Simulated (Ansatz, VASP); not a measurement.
**One calculation of Al5Si, two programs**

The input INCAR:

```
PREC = Accurate
ENCUT = 520
EDIFF = 1E-6
ISMEAR = -1
SIGMA = 0.08
LREAL = False
LASPH = True
NELM = 60
ALGO = Normal
ISIF = 2
LWAVE = False
LCHARG = True
LDIPOL = True
IDIPOL = 3
DIPOL = 0.5 0.5 0.500
GGA = PE
LELF = True
LVHAR = True
LVACPOTAV = True
NBANDS = 18
```

KPOINTS

```
Automatic mesh
0
Gamma
  16 16 1
```

File POSCAR:

```
Al5Si
1.0
    2.8574853682      0.0000000000      0.0000000000
   -1.4287426841      2.4746549198      0.0000000000
    0.0000000000      0.0000000000     27.6656000000
Si Al
1 5
Direct
    0.1666666667      0.3333333333      0.2884232327
    0.5000000000      1.0000000000      0.3733263991
    0.8333333333      0.6666666667      0.4574612037
    0.1666666667      0.3333333333      0.5425387958
    0.5000000000      1.0000000000      0.6266736016
    0.8333333333      0.6666666667      0.7115767664
```

Input for Ansatz:

```yaml
crystal:
  lattice:
    - [2.8574853682, 0.0, 0.0]
    - [-1.4287426841, 2.4746549198, 0.0]
    - [0.0, 0.0, 27.6656]
  atoms:
    - { symbol: Si, position: [0.1666666667, 0.3333333333, 0.2884232327] }
    - { symbol: Al, position: [0.5, 1.0, 0.3733263991] }
    - { symbol: Al, position: [0.8333333333, 0.6666666667, 0.4574612037] }
    - { symbol: Al, position: [0.1666666667, 0.3333333333, 0.5425387958] }
    - { symbol: Al, position: [0.5, 1.0, 0.6266736016] }
    - { symbol: Al, position: [0.8333333333, 0.6666666667, 0.7115767664] }
kpoints:
  mp_grid: { grid: [16, 16, 1] }
scf:
  occupations: { method: fermi_dirac, width: 0.08 }
hamiltonian:
  xc: pbe
  pseudopotentials: { kind: all_electron, lapw: { basis_error: 0.001 } }
output:
  forces: true
  stress: true
  eigenvalues: true
efield:
  axis: 3
  amplitude: 0
  dipole_correction: true
```

Alike in both runs: task single point; functional PBE; k mesh 16 × 16 × 1; occupations fermi-dirac, width 0.08 eV; no spin polarisation.

|  | VASP | Ansatz |
| --- | --- | --- |
| version | VASP 6.6.1 | Ansatz 0.2.0 |
| potentials or method | VASP PAW PBE potentials, release 64 (Si, Al), cutoff 520 eV | all-electron LAPW, scalar-relativistic |

|  | VASP | Ansatz | Ansatz less VASP |
| --- | --- | --- | --- |
| rms of the force components (eV/Å) | 0.143 | 0.143 | -0.0006 |

Atom by atom the forces differ by 0.001 eV/Å (rms over components). Ansatz ran all-electron here, and VASP with PAW potentials.
